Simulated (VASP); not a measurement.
Crystal: B3N2.

```
CELL_PARAMETERS angstrom
3.39752 0.00000 0.00000
-1.69876 2.94233 0.00000
0.00000 0.00000 5.15343
ATOMIC_POSITIONS crystal
B 0.31694 0.00000 0.00000
B 0.00000 0.31694 0.00000
B 0.68306 0.68306 0.00000
N 0.00000 0.00000 0.74630
N 0.00000 0.00000 0.25370
```

The cell was built from a structure type or drawn by symmetry, and may not be a known phase.

```yaml
Program: VASP 6.6.1
Task: relaxation of cell and atoms
Functional: PBE
Potentials_or_basis: VASP PAW PBE potentials, release 64 (B, N)
Cutoff: 600 eV
k_mesh: 6 × 6 × 4
Occupations: gaussian, width 0.1 eV
Spin: no spin polarisation
```

At the start: pressure -18.7 GPa; volume 10.30 Å³/atom.

Task: Where does the relaxation end?

Result: Over 22 steps the energy falls by 330.0 meV/atom and the volume is 9.01 Å³/atom (-12.5 %); space group P-62m (No. 189, to 0.1 Å) before and after.

Step by step:
| step | energy change (eV) | largest force (eV/Å) | pressure (GPa) | volume (Å³) |
| --- | --- | --- | --- | --- |
| 1 | 0.0000 | 5.2373 | -18.70 | 51.52 |
| 2 | 0.5429 | 9.8405 | 57.08 | 42.91 |
| 3 | -1.2161 | 1.2634 | 4.38 | 47.06 |
| 4 | -1.2178 | 1.3352 | 5.25 | 46.95 |
| 5 | -1.5332 | 0.6946 | -2.85 | 48.19 |
| 6 | -1.5562 | 0.8231 | -4.36 | 48.45 |
| 7 | -1.5408 | 0.9167 | -7.12 | 48.95 |
| 8 | -1.5631 | 0.7932 | -5.25 | 48.60 |
| 9 | -1.3786 | 2.8190 | 5.32 | 47.20 |
| 10 | -1.5868 | 0.3920 | -3.39 | 48.29 |
| 11 | -1.5874 | 0.4010 | -2.98 | 48.23 |
| 12 | -1.5978 | 0.5179 | 1.61 | 47.24 |
| 13 | -1.6011 | 0.3838 | 0.06 | 47.56 |
| 14 | -1.6130 | 0.1235 | -0.81 | 47.19 |
| 15 | -1.6178 | 0.3500 | -1.73 | 46.78 |
| 16 | -1.6236 | 0.3213 | -1.57 | 46.57 |
| 17 | -1.6381 | 0.2363 | -1.01 | 45.93 |
| 18 | -1.6478 | 0.1593 | 0.55 | 44.64 |
| 19 | -1.6485 | 0.1589 | 0.15 | 44.94 |
| 20 | -1.6485 | 0.1589 | 0.19 | 44.90 |
| 21 | -1.6498 | 0.0818 | -0.01 | 44.98 |
| 22 | -1.6502 | 0.0120 | -0.21 | 45.06 |

Final structure:
```xyz
5
Lattice="3.4459 0.0000 0.0000 -1.7230 2.9842 0.0000 0.0000 0.0000 4.3817" Properties=species:S:1:pos:R:3 pbc="T T T"
B     1.1585    0.0000    0.0000
B    -0.5793    1.0033    0.0000
B     1.1437    1.9809    0.0000
N     0.0000    0.0000    3.3457
N     0.0000    0.0000    1.0360
```
